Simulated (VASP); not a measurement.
InAs:

```
In As
1.0
    -1.91034    1.91034    3.75350
     1.91034   -1.91034    3.75350
     1.91034    1.91034   -3.75350
In As
1 1
Cartesian
  0.0000 0.0000 0.0000
  0.0000 0.0000 3.7535
```

| Property | Result |
| --- | --- |
| Program | VASP 6.6.1 |
| Task | relaxation of cell and atoms |
| Functional | PBE |
| Potentials or basis | VASP PAW PBE potentials, release 64 (In_d, As) |
| Cutoff | 600 eV |
| k mesh | 6 × 6 × 6 |
| Occupations | gaussian, width 0.1 eV |
| Spin | no spin polarisation |

At the start: pressure 1.6 GPa; volume 27.40 Å³/atom.

Where does the relaxation end?

Over 11 steps the energy falls by 262.2 meV/atom and the volume is 23.84 Å³/atom (-13.0 %); space group Fm-3m (No. 225, to 0.05 Å).

The path:
| step | energy change (eV) | largest force (eV/Å) | pressure (GPa) | volume (Å³) |
| --- | --- | --- | --- | --- |
| 1 | 0.0000 | 0.0000 | 1.63 | 54.79 |
| 2 | -0.1229 | 0.0000 | -3.30 | 56.91 |
| 3 | -0.1331 | 0.0000 | -4.34 | 57.51 |
| 4 | -0.2563 | 0.0000 | -4.35 | 55.11 |
| 5 | -0.5133 | 0.0000 | -1.93 | 49.32 |
| 6 | -0.4941 | 0.0000 | 0.95 | 47.22 |
| 7 | -0.5192 | 0.0000 | -1.35 | 48.76 |
| 8 | -0.5197 | 0.0000 | -1.09 | 48.55 |
| 9 | -0.5241 | 0.0000 | -0.26 | 47.87 |
| 10 | -0.5241 | 0.0000 | -0.26 | 47.87 |
| 11 | -0.5244 | 0.0000 | -0.06 | 47.69 |

Final structure:
```
In As
1.0
    -2.03465    2.03465    2.87978
     2.03465   -2.03465    2.87978
     2.03465    2.03465   -2.87978
In As
1 1
Direct
  0.00000 0.00000 0.00000
  0.50000 0.50000 0.00000
```

Caveat: the k points lie up to 0.36 Å⁻¹ apart in the final cell.
